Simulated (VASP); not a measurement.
Wanted: the native input for a VASP 6.6.1 run.

```yaml
Task: single point
Functional: PBE
Potentials_or_basis: VASP PAW PBE potentials, release 64 (Ta_pv, P)
Cutoff: 520 eV
k_mesh: 6 × 6 × 4
Occupations: gaussian, width 0.1 eV
Spin: no spin polarisation
Dipole_correction: no
Further_INCAR_settings: ALGO = Normal; EDIFF = 1e-06; NBANDS = 30
```

The structure of Ta3P2 lies in POSCAR:

```
Ta3P2
1.0
    4.0014941883      0.0000000000      0.0000000000
   -2.0007470941      3.4653956202      0.0000000000
    0.0000000000      0.0000000000      6.1285372469
Ta P
3 2
Direct
    0.0000000000      0.0000000000      0.0000000000
    0.3333333333      0.6666666667      0.6429743620
    0.6666666667      0.3333333333      0.3570256380
    0.3333333333      0.6666666667      0.2199465963
    0.6666666667      0.3333333333      0.7800534037
```

These files were run (other wordings do the same):

INCAR

```
PREC     = Accurate       # precision mode
ENCUT    = 520            # plane-wave cutoff, eV
EDIFF    = 1E-6           # SCF threshold, eV
ISMEAR   = 0              # smearing method
SIGMA    = 0.1            # smearing width, eV
LREAL    = F              # projectors in reciprocal space
LASPH    = T              # aspherical terms in the spheres
NELM     = 80             # most SCF steps
ALGO     = Normal         # electronic algorithm
ISIF     = 2              # what is computed and relaxed
LWAVE    = F              # write WAVECAR
LCHARG   = F              # write CHGCAR
GGA      = PE             # functional
NBANDS   = 30             # bands
```

KPOINTS

```
Automatic mesh
0
Gamma
  6 6 4
```

Potentials or basis: VASP PAW PBE potentials, release 64 (Ta_pv, P).

Run with:

```console
$ cat potpaw_PBE.64/Ta_pv/POTCAR potpaw_PBE.64/P/POTCAR > POTCAR
$ mpirun -np 1 vasp_std > vasp.out
```

It gave:

The pressure is 0.1 GPa and the largest force is 0.029 eV/Å. The band gap on the k mesh is zero (an odd number of electrons rules out a gap without spin polarisation).

Caveat: spin-orbit coupling is left out, which moves the levels of the heavy elements.

It took 75 s on 1 thread of Intel(R) Xeon(R) Platinum 8259CL CPU @ 2.50GHz (Skylake/Cascade Lake) (shared host), peak memory 0.22 GiB.
